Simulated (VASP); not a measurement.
# Zn3GeN (P4mm) in VASP: further runs

Runs on Zn3GeN. Level: PBE. Tasks: single point.

Program: VASP 6.6.1. These are calculated values, not measurements. Logs are shortened: lines on timing, memory, paths and dates and some standing lists are left out, and cuts for length are marked.

### Step 1. The cell of the first run

It takes space group P4mm (No. 99, tetragonal). The conventional cell has a = 3.834 Å, b = 3.834 Å, c = 4.847 Å, α = 90.00°, β = 90.00°, γ = 90.00°. Zn (site symmetry 2mm) has 2 N at 2.12 Å and 6 Zn at 2.71 to 2.73 Å within 2.8 Å. Zn (site symmetry 4mm) has 2 N at 2.00 to 2.85 Å and 4 Zn at 2.73 Å and 4 Ge at 2.77 Å within 2.9 Å. Within 3.6 Å of Ge (site symmetry 4mm) lie 12 Zn at 2.77 to 3.15 Å and 4 N at 3.07 Å. N (site symmetry 4mm) has 5 Zn at 2.00 to 2.12 Å within 2.7 Å.

The cell was generated, and may not be a known phase.

### Step 2. Single point, PBE

Contents of INCAR:

```
SYSTEM = Zn3GeN
PREC     = Accurate       ! precision mode
ENCUT    = 520            ! plane-wave cutoff, eV
EDIFF    = 1E-7           ! SCF threshold, eV
ISMEAR   = 0              ! smearing method
SIGMA    = 0.1            ! smearing width, eV
LREAL    = .FALSE.        ! projectors in reciprocal space
LASPH    = .TRUE.         ! aspherical terms in the spheres
NELM     = 60             ! most SCF steps
ALGO     = Fast           ! electronic algorithm
ISIF     = 2              ! what is computed and relaxed
LWAVE    = .FALSE.        ! write WAVECAR
LCHARG   = .TRUE.         ! write CHGCAR
GGA      = PE             ! functional
LELF     = .TRUE.         ! ELF
LVHAR    = .TRUE.       
NBANDS   = 36             ! bands
```

Contents of KPOINTS:

```
Automatic mesh
0
G
  4 4 4
  0 0 0
```

Contents of POSCAR:

```
Zn3GeN
1.0
    3.8340285600      0.0000000000      0.0000000000
    0.0000000000      3.8340285600      0.0000000000
    0.0000000000      0.0000000000      4.8467266900
Zn Ge N
3 1 1
Direct
    0.0000000000      0.5000000000      0.5006765100
    0.5000000000      0.5000000000      0.1001364400
    0.5000000000      0.0000000000      0.5006765100
    0.0000000000      0.0000000000      0.9838940500
    0.5000000000      0.5000000000      0.6872155100
```

Potentials or basis: VASP PAW PBE potentials, release 64 (Zn, Ge_d, N).

Launch:

```
$ cat potpaw_PBE.64/Zn/POTCAR potpaw_PBE.64/Ge_d/POTCAR potpaw_PBE.64/N/POTCAR > POTCAR
$ mpirun -np 1 vasp_std > vasp.out
```

OUTCAR:

```text
SYSTEM = Zn3GeN
   PREC = Accurate
   ENCUT = 520
   EDIFF = 1E-7
   ISMEAR = 0
   LREAL = .FALSE.
   LASPH = .TRUE.
   NELM = 60
   ISIF = 2
   GGA = PE

 ion  position               nearest neighbor table
   1  0.000  0.500  0.501-   5 2.12   5 2.12   3 2.71   3 2.71   3 2.71   3 2.71   2 2.73   2 2.73

   2  0.500  0.500  0.100-   5 2.00   3 2.73   1 2.73   3 2.73   1 2.73   4 2.77   4 2.77   4 2.77
                             4 2.77
   3  0.500  0.000  0.501-   5 2.12   5 2.12   1 2.71   1 2.71   1 2.71   1 2.71   2 2.73   2 2.73

   4  0.000  0.000  0.984-   2 2.77   2 2.77   2 2.77   2 2.77
   5  0.500  0.500  0.687-   2 2.00   1 2.12   3 2.12   3 2.12   1 2.12

  LATTYP: Found a simple tetragonal cell.
 ALAT       =     3.8340285600
 C/A-ratio  =     1.2641342166

  Lattice vectors:

 A1 = (   3.8340285600,   0.0000000000,   0.0000000000)
 A2 = (   0.0000000000,   3.8340285600,   0.0000000000)
 A3 = (   0.0000000000,   0.0000000000,   4.8467266900)

Analysis of symmetry for initial positions (statically):
=====================================================================
 Subroutine PRICEL returns:
 Original cell was already a primitive cell.

 Routine SETGRP: Setting up the symmetry group for a
 simple tetragonal supercell.

 Subroutine GETGRP returns: Found  8 space group operations
 (whereof  8 operations were pure point group operations)
 out of a pool of 16 trial point group operations.

The static configuration has the point symmetry C_4v.

Analysis of symmetry for dynamics (positions and initial velocities):
=====================================================================
 Subroutine PRICEL returns:
 Original cell was already a primitive cell.

 Routine SETGRP: Setting up the symmetry group for a
 simple tetragonal supercell.

 Subroutine GETGRP returns: Found  8 space group operations
 (whereof  8 operations were pure point group operations)
 out of a pool of 16 trial point group operations.

The dynamic configuration has the point symmetry C_4v.

 Subroutine INISYM returns: Found  8 space group operations
 (whereof  8 operations are pure point group operations),
 and found     1 'primitive' translations

----------------------------------------------------------------------------------------

                                     Primitive cell

  volume of cell :      71.2458

  direct lattice vectors                    reciprocal lattice vectors
     3.834028560  0.000000000  0.000000000     0.260822262  0.000000000  0.000000000
     0.000000000  3.834028560  0.000000000     0.000000000  0.260822262  0.000000000
     0.000000000  0.000000000  4.846726690     0.000000000  0.000000000  0.206324818

  length of vectors
     3.834028560  3.834028560  4.846726690     0.260822262  0.260822262  0.206324818

  position of ions in fractional coordinates (direct lattice)
     0.000000000  0.500000000  0.500676510
     0.500000000  0.500000000  0.100136440
     0.500000000  0.000000000  0.500676510
     0.000000000  0.000000000  0.983894050
     0.500000000  0.500000000  0.687215510

  ion indices of the primitive-cell ions
   primitive index   ion index
                 1           1
                 2           2
                 3           3
                 4           4
                 5           5

----------------------------------------------------------------------------------------

 KPOINTS: Automatic mesh

Automatic generation of k-mesh.
 Grid dimensions read from file:
 generate k-points for:    4    4    4

 Generating k-lattice:

  Cartesian coordinates                     Fractional coordinates (reciprocal lattice)
     0.065205565  0.000000000  0.000000000     0.250000000  0.000000000  0.000000000
     0.000000000  0.065205565  0.000000000     0.000000000  0.250000000  0.000000000
     0.000000000  0.000000000  0.051581204     0.000000000  0.000000000  0.250000000

  Length of vectors
     0.065205565  0.065205565  0.051581204

  Shift w.r.t. Gamma in fractional coordinates (k-lattice)
     0.000000000  0.000000000  0.000000000

 Subroutine IBZKPT returns following result:
 ===========================================

 Found     18 irreducible k-points:

 Following reciprocal coordinates:
            Coordinates               Weight
  0.000000  0.000000  0.000000      1.000000
  0.250000  0.000000  0.000000      4.000000
  0.500000  0.000000  0.000000      2.000000
  0.250000  0.250000  0.000000      4.000000
  0.500000  0.250000  0.000000      4.000000
  0.500000  0.500000  0.000000      1.000000
[... 10 lines left out ...]
  0.500000  0.250000  0.500000      4.000000
  0.500000  0.500000  0.500000      1.000000
   k-points           NKPTS =     18   k-points in BZ     NKDIM =     18   number of bands    NBANDS=     36
   number of dos      NEDOS =    301   number of ions     NIONS =      5
   total plane-waves  NPLWV =  32400
   dimension x,y,z NGX =    30 NGY =   30 NGZ =   36
   dimension x,y,z NGXF=    60 NGYF=   60 NGZF=   72
   ions per type =               3   1   1
   NGX,Y,Z   is equivalent  to a cutoff of  13.01, 13.01, 12.35 a.u.
   NGXF,Y,Z  is equivalent  to a cutoff of  26.02, 26.02, 24.70 a.u.
 SYSTEM =  Zn3GeN
   PREC   = accura    normal or accurate (medium, high low for compatibility)
   ISTART =      0    job   : 0-new  1-cont  2-samecut
   ICHARG =      2    charge: 1-file 2-atom 10-const
   ISPIN  =      1    spin polarized calculation?
   LNONCOLLINEAR =      F non collinear calculations
   LSORBIT =      F    spin-orbit coupling
   LASPH  =      T    aspherical Exc in radial PAW
   ENCUT  =  520.0 eV  38.22 Ry    6.18 a.u.   7.13  7.13  9.01*2*pi/ulx,y,z
   NELM   =     60;   NELMIN=  2; NELMDL= -5     # of ELM steps
   EDIFF  = 0.1E-06   stopping-criterion for ELM
   LREAL  =      F    real-space projection
   EDIFFG = 0.1E-05   stopping-criterion for IOM
   NSW    =      0    number of steps for IOM
   IBRION =     -1    ionic relax: 0-MD 1-quasi-New 2-CG
   NFREE  =      0    steps in history (QN), initial steepest desc. (CG)
   ISIF   =      2    stress and relaxation
   ISYM   =      2    0-nonsym 1-usesym 2-fastsym
   POTIM  = 0.5000    time-step for ionic-motion
   TEBEG  =    0.0;   TEEND  =   0.0 temperature during run
   PSTRESS=    0.0 pullay stress
   NELECT =      55.0000    total number of electrons
   NUPDOWN=      -1.0000    fix difference up-down
   EMIN   =  10.00;   EMAX   =-10.00  energy-range for DOS
   EFERMI =   0.00;   METHOD = LEGACY
   ISMEAR =     0;   SIGMA  =   0.10  broadening in eV -4-tet -1-fermi 0-gaus
   EFERMI_NEDOS =   21; number of points for ismear=-14 and -15
   IALGO  =     68    algorithm
   IMIX   =      4    mixing-type and parameters
     AMIX     =   0.40;   BMIX     =  1.00
     AMIX_MAG =   1.60;   BMIX_MAG =  1.00
  volume/ion in A,a.u.               =      14.25        96.16
  Fermi-wavevector in a.u.,A,eV,Ry     =   1.501790  2.837972 30.686231  2.255374
  Thomas-Fermi vector in A             =   2.613115
   LORBIT       =      0    0 simple, 1 ext, 2 COOP (PROOUT), +10 PAW based schemes
   GGA     = PE    functional components
   LHFCALC =     F    Hartree Fock is set to
   AEXX    =    0.0000 exact exchange contribution
   IVDW    =     0    specifies the selected vdW correction
   LEPSILON=     F    determine dielectric tensor
   LRPA    =     F    only Hartree local field effects (RPA)
 non-spin polarized calculation
 RMM-DIIS sequential band-by-band and
 Gauss-broadening in eV      SIGMA  =   0.10
  energy-cutoff  :      520.00
  volume of cell :       71.25
 maximum number of plane-waves:      1936
 NGX is ok and might be reduce to    30
   NGX = 15   NGY = 15   NGZ = 19

 number of electron      54.9999991 magnetization

 Free energy of the ion-electron system (eV)
  ---------------------------------------------------
  ext. energy  EPLUGINS =         0.00000000
  ---------------------------------------------------
  free energy    TOTEN  =       -14.26237566 eV

  energy without entropy =      -14.25045723  energy(sigma->0) =      -14.25641645

 E-fermi :   4.4980     XC(G=0): -11.5444

 val. band max:        4.4637257849   @ k =   0.2500   0.2500   0.5000
 cond. band min:       4.5102819727   @ k =   0.0000   0.0000   0.5000
 fundamental gap:      0.0465561878
 Fermi energy:         4.4980128657

 k-point     1 :       0.0000    0.0000    0.0000
  band No.  band energies     occupation
      1     -20.4216      2.00000
      2     -20.4199      2.00000
      3     -20.3901      2.00000
      4     -20.3901      2.00000
      5     -20.3873      2.00000
      6     -11.0993      2.00000
[... 28 lines left out ...]
     35      12.5850      0.00000
     36      12.6034      0.00000

 k-point     2 :       0.2500    0.0000    0.0000
  band No.  band energies     occupation
      1     -20.4227      2.00000
      2     -20.4166      2.00000
      3     -20.3916      2.00000
      4     -20.3900      2.00000
      5     -20.3858      2.00000
      6     -10.8892      2.00000
[... 28 lines left out ...]
     35      10.7074      0.00000
     36      13.0454      0.00000

 k-point     3 :       0.5000    0.0000    0.0000
  band No.  band energies     occupation
      1     -20.4237      2.00000
      2     -20.4136      2.00000
      3     -20.3931      2.00000
      4     -20.3899      2.00000
      5     -20.3840      2.00000
      6     -10.6527      2.00000
[... 28 lines left out ...]
     35      11.5583      0.00000
     36      13.6455      0.00000

 k-point     4 :       0.2500    0.2500    0.0000
  band No.  band energies     occupation
      1     -20.4243      2.00000
      2     -20.4131      2.00000
      3     -20.3915      2.00000
      4     -20.3913      2.00000
      5     -20.3846      2.00000
      6     -10.7037      2.00000
[... 28 lines left out ...]
     35      12.1285      0.00000
     36      13.0958      0.00000

 k-point     5 :       0.5000    0.2500    0.0000
  band No.  band energies     occupation
      1     -20.4259      2.00000
      2     -20.4099      2.00000
      3     -20.3928      2.00000
      4     -20.3912      2.00000
      5     -20.3831      2.00000
      6     -10.4990      2.00000
[... 421 lines left out ...]
 k-point    16 :       0.2500    0.2500    0.5000
  band No.  band energies     occupation
      1     -20.4243      2.00000
      2     -20.4131      2.00000
      3     -20.3917      2.00000
      4     -20.3915      2.00000
      5     -20.3839      2.00000
      6     -10.5664      2.00000
[... 28 lines left out ...]
     35      12.0401      0.00000
     36      13.2301      0.00000

 k-point    17 :       0.5000    0.2500    0.5000
  band No.  band energies     occupation
      1     -20.4259      2.00000
      2     -20.4099      2.00000
      3     -20.3932      2.00000
      4     -20.3914      2.00000
      5     -20.3825      2.00000
      6     -10.3907      2.00000
[... 28 lines left out ...]
     35      13.2298      0.00000
     36      13.6161      0.00000

 k-point    18 :       0.5000    0.5000    0.5000
  band No.  band energies     occupation
      1     -20.4281      2.00000
      2     -20.4064      2.00000
      3     -20.3929      2.00000
      4     -20.3929      2.00000
      5     -20.3815      2.00000
      6     -10.2425      2.00000
[... 28 lines left out ...]
     35      14.3269      0.00000
     36      15.0121      0.00000

------------------------ aborting loop because EDIFF is reached ----------------------------------------

  FORCE on cell =-STRESS in cart. coord.  units (eV):
  Direction    XX          YY          ZZ          XY          YZ          ZX
  --------------------------------------------------------------------------------------
  -------------------------------------------------------------------------------------
  Total        0.5959640      0.5959640      2.2885777      0.0000000     -0.0000000      0.0000000
  in kB       13.4020542     13.4020542     51.4655993      0.0000000     -0.0000000      0.0000000
  external PRESSURE =      26.0899026 kB  Pullay stress =       0.0000000 kB

 VOLUME and BASIS-vectors are now :
 -----------------------------------------------------------------------------
  energy-cutoff  :      520.00
  volume of cell :       71.25
      direct lattice vectors                 reciprocal lattice vectors
     3.834028560  0.000000000  0.000000000     0.260822262  0.000000000  0.000000000
     0.000000000  3.834028560  0.000000000     0.000000000  0.260822262  0.000000000
     0.000000000  0.000000000  4.846726690     0.000000000  0.000000000  0.206324818

 POSITION                                       TOTAL-FORCE (eV/Angst)
 -----------------------------------------------------------------------------------
      0.00000      1.91701      2.42664         0.000000     -0.000000     -0.230362
      1.91701      1.91701      0.48533         0.000000      0.000000     -0.343058
      1.91701      0.00000      2.42664        -0.000000     -0.000000     -0.230362
      0.00000      0.00000      4.76867         0.000000     -0.000000      1.373624
      1.91701      1.91701      3.33075         0.000000     -0.000000     -0.569841
 -----------------------------------------------------------------------------------
    total drift:                                0.000000      0.000000     -0.002531

  FREE ENERGIE OF THE ION-ELECTRON SYSTEM (eV)
  ---------------------------------------------------
  free  energy   TOTEN  =       -14.2623756589 eV

  energy  without entropy=      -14.2504572315  energy(sigma->0) =      -14.25641645
```

It took 94 s on 1 thread of Oxide Virtual Turin-like, shared host; peak memory 0.16 GiB.

Results:

```yaml
Free_energy: -14.2624 eV
Pressure: 2.6 GPa
Largest_force: 1.374 eV/Å
Band_gap_on_the_k_mesh: zero (an odd number of electrons rules out a gap without spin polarisation)
```

Forces in eV/Å, atoms in the order of the input:
```
Zn   0.000  0.000 -0.230
Zn   0.000  0.000 -0.343
Zn   0.000  0.000 -0.230
Ge   0.000  0.000  1.374
N    0.000  0.000 -0.570
```

Caveat: the k points lie up to 0.41 Å⁻¹ apart, too coarse for converged energies and pressures of a metal; forces of over 1 eV/Å act on the atoms, so gaps and moduli don't describe the material at rest.

### Step 3. Single point, PBE

This run uses another cell than the first one, of 15.81 Å³/atom.

Contents of INCAR:

```
SYSTEM = Zn3GeN
PREC = Accurate
ENCUT = 520
EDIFF = 1E-6
ISMEAR = 0
SIGMA = 0.1
LREAL = .False.
LASPH = .True.
NELM = 80
ALGO = Normal
ISIF = 2
LWAVE = .False.
LCHARG = .True.
GGA = PE
LELF = .True.
LVHAR = .True.
NBANDS = 36
```

Contents of KPOINTS:

```
Automatic mesh
0
Gamma
  4 4 4
  0 0 0
```

Contents of POSCAR:

```
Zn3GeN
1.0
    3.6715412975      0.0000000000      0.0000000000
    0.0000000000      3.6715412975      0.0000000000
    0.0000000000      0.0000000000      5.8653020097
Zn Ge N
3 1 1
Direct
    0.0000000000      0.5000000000      0.4957114116
    0.5000000000      0.5000000000     -0.0144942530
    0.5000000000      0.0000000000      0.4957114116
    0.0000000000      0.0000000000      1.1457672764
    0.5000000000      0.5000000000      0.6499031734
```

Potentials or basis: VASP PAW PBE potentials, release 64 (Zn, Ge_d, N).

Launch:

```
$ cat potpaw_PBE.64/Zn/POTCAR potpaw_PBE.64/Ge_d/POTCAR potpaw_PBE.64/N/POTCAR > POTCAR
$ mpirun -np 1 vasp_std > vasp.out
```

It took 71 s on 1 thread of Oxide Virtual Turin-like, shared host; peak memory 0.17 GiB.

The run converged. Its results:

```yaml
Free_energy: -15.4045 eV
Pressure: 0.3 GPa
Largest_force: 0.081 eV/Å
Band_gap_on_the_k_mesh: zero (an odd number of electrons rules out a gap without spin polarisation)
```

Forces on the atoms (eV/Å):
```
Zn   0.000  0.000 -0.040
Zn   0.000  0.000  0.081
Zn   0.000  0.000 -0.040
Ge   0.000  0.000 -0.003
N    0.000  0.000  0.001
```

Stress tensor (GPa, compression positive):
```
0.29 0.00 0.00
0.00 0.29 0.00
0.00 0.00 0.39
```

Levels at points of the mesh, in eV from the Fermi level:
```csv
k point,band 23,band 24,band 25,band 26,band 27,band 28,band 29,band 30,band 31,band 32
"(0.00, 0.00, 0.00)",-5.22,-2.58,-2.58,0.24,0.57,1.79,1.79,2.57,3.99,6.08
"(0.50, 0.00, 0.00)",-4.49,-4.26,-3.84,-1.65,-1.56,2.67,2.82,4.12,4.42,5.65
"(0.50, 0.50, 0.00)",-4.20,-4.20,-3.51,-1.66,-1.66,-0.98,-0.51,2.06,2.06,2.76
"(0.00, 0.00, 0.50)",-3.31,-2.38,-2.38,-2.28,1.31,1.31,2.66,3.23,4.29,5.81
"(0.50, 0.00, 0.50)",-5.61,-5.35,-1.59,-1.44,-0.15,0.42,2.94,3.87,5.77,5.78
"(0.50, 0.50, 0.50)",-3.79,-3.79,-3.72,-2.79,-2.79,-1.72,0.65,3.51,3.51,4.94
```

Caveat: the k points lie up to 0.43 Å⁻¹ apart, too coarse for converged energies and pressures of a metal.

The gap in the log of VASP goes by the Fermi energy; the results here count the filled bands.